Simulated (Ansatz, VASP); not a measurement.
# One calculation of BaTiO3, two programs

File INCAR:

```
SYSTEM = BaTiO3
PREC = Accurate
ENCUT = 520
EDIFF = 1E-6
ISMEAR = -1
SIGMA = 0.05
LREAL = .False.
LASPH = .True.
NELM = 80
ALGO = Normal
ISIF = 2
LWAVE = .False.
LCHARG = .False.
GGA = CA
NBANDS = 28
```

KPOINTS

```
regular mesh
0
Gamma
  8 8 8
  0 0 0
```

File POSCAR:

```
BaTiO3
1.0
    3.9531406582      0.0000000000      0.0000000000
    0.0000000000      3.9531406582      0.0000000000
    0.0000000000      0.0000000000      3.9531406582
Ba Ti O
1 1 3
Direct
    0.5000000000      0.5000000000      0.5000000000
    0.0000000000      0.0000000000      0.0000000000
    0.5000000000      0.0000000000      0.0000000000
    0.0000000000      0.5000000000      0.0000000000
    0.0000000000      0.0000000000      0.5000000000
```

Input for Ansatz:

```yaml
crystal:
  lattice:
    - [3.9531406582, 0.0, 0.0]
    - [0.0, 3.9531406582, 0.0]
    - [0.0, 0.0, 3.9531406582]
  atoms:
    - { symbol: Ba, position: [0.5, 0.5, 0.5] }
    - { symbol: Ti, position: [0.0, 0.0, 0.0] }
    - { symbol: O, position: [0.5, 0.0, 0.0] }
    - { symbol: O, position: [0.0, 0.5, 0.0] }
    - { symbol: O, position: [0.0, 0.0, 0.5] }
kpoints:
  mp_grid: { grid: [8, 8, 8] }
  band_path:
    path:
      - [0.0, 0.0, 0.0]
      - [0.0, 0.5, 0.0]
      - [0.5, 0.5, 0.0]
      - [0.0, 0.0, 0.0]
      - [0.5, 0.5, 0.5]
      - [0.0, 0.5, 0.0]
      - [0.5, 0.5, 0.5]
      - [0.5, 0.5, 0.0]
    npoints: 5
scf:
  occupations: { method: fermi_dirac, width: 0.05 }
hamiltonian:
  xc: lda
  pseudopotentials: { kind: all_electron, lapw: { basis_error: 0.001 } }
output:
  forces: true
  stress: true
  eigenvalues: true
```

Change from the starting cell: volume scaled by 0.96.

Alike in both runs: task single point; functional LDA; k mesh 8 × 8 × 8; occupations fermi-dirac, width 0.05 eV; no spin polarisation.

```csv
,VASP,Ansatz
version,VASP 6.6.1,Ansatz 0.2.0
potentials or method,"VASP PAW LDA potentials, release 64 (Ba_sv, Ti_sv, O), cutoff 520 eV","all-electron LAPW, scalar-relativistic"
```

Ansatz gave:

| Quantity | Value |
| --- | --- |
| pressure (GPa) | -2.6 |

Task: Which values does VASP return?

Result: Pressure (GPa): -0.3.

LDA's correlation is that of Perdew and Zunger in VASP and of Perdew and Wang (1992) in Ansatz. Ansatz ran all-electron here, and VASP with PAW potentials.

Spin-orbit coupling is off throughout.
